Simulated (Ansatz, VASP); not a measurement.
**One calculation of TiAl, two programs**

File INCAR:

```
SYSTEM = TiAl
PREC = Accurate
ENCUT = 600
EDIFF = 1E-7
ISMEAR = 0
SIGMA = 0.1
LREAL = .False.
LASPH = .True.
NELM = 80
ALGO = Normal
ISIF = 3
LWAVE = .False.
LCHARG = .False.
GGA = PE
IBRION = 2
NSW = 100
EDIFFG = -0.002
```

The input KPOINTS:

```
Automatic mesh
0
Gamma
  14 14 14
  0 0 0
```

POSCAR

```
TiAl
1.0
    3.1790640000      0.0000000000      0.0000000000
    0.0000000000      3.1790640000      0.0000000000
    0.0000000000      0.0000000000      3.1790640000
Ti Al
1 1
Direct
    0.0000000000      0.0000000000      0.0000000000
    0.5000000000      0.5000000000      0.5000000000
```

Input for Ansatz:

```yaml
crystal:
  lattice:
    - [3.179064, 0.0, 0.0]
    - [0.0, 3.179064, 0.0]
    - [0.0, 0.0, 3.179064]
  atoms:
    - { symbol: Ti, position: [0.0, 0.0, 0.0] }
    - { symbol: Al, position: [0.5, 0.5, 0.5] }
basis:
  ecutwfc: 420
kpoints:
  mp_grid: { grid: [14, 14, 14] }
hamiltonian:
  xc: pbe
  pseudopotentials: { kind: paw, azcp: { folder: soft_1 } }
scf:
  occupations: { method: gaussian, width: 0.1 }
output:
  forces: true
  stress: true
  eigenvalues: true
  write_density: true
  write_potential: true
  elf: true
  volumetric_format: npy
relax:
  adjacent_minimum: "off"
  f_tol: 0.002
  max_steps: 80
  cell: { stress_tol: 0.02 }
```

Alike in both runs: task relaxation of cell and atoms; functional PBE; k mesh 14 × 14 × 14; occupations gaussian, width 0.1 eV; no spin polarisation.

```csv
,VASP,Ansatz
version,VASP 6.6.1,Ansatz 0.2.0
potentials or method,"VASP PAW PBE potentials, release 64 (Ti_sv, Al), cutoff 600 eV","scalar-relativistic, plane waves, PAW"
valence electrons in the cell,15,15
```

|  | VASP | Ansatz | Ansatz less VASP |
| --- | --- | --- | --- |
| gap on the k mesh at the Fermi level, each at its own relaxed structure (eV) | none | none | - |
| relaxed volume (Å³/atom) | 16.17 | 16.17 | +0.006 |
| relaxed cell length with the largest relative difference (Å) | 3.186 | 3.186 | +0.0004 |

A gap of «none» marks a metal or a gap that the smearing closes.
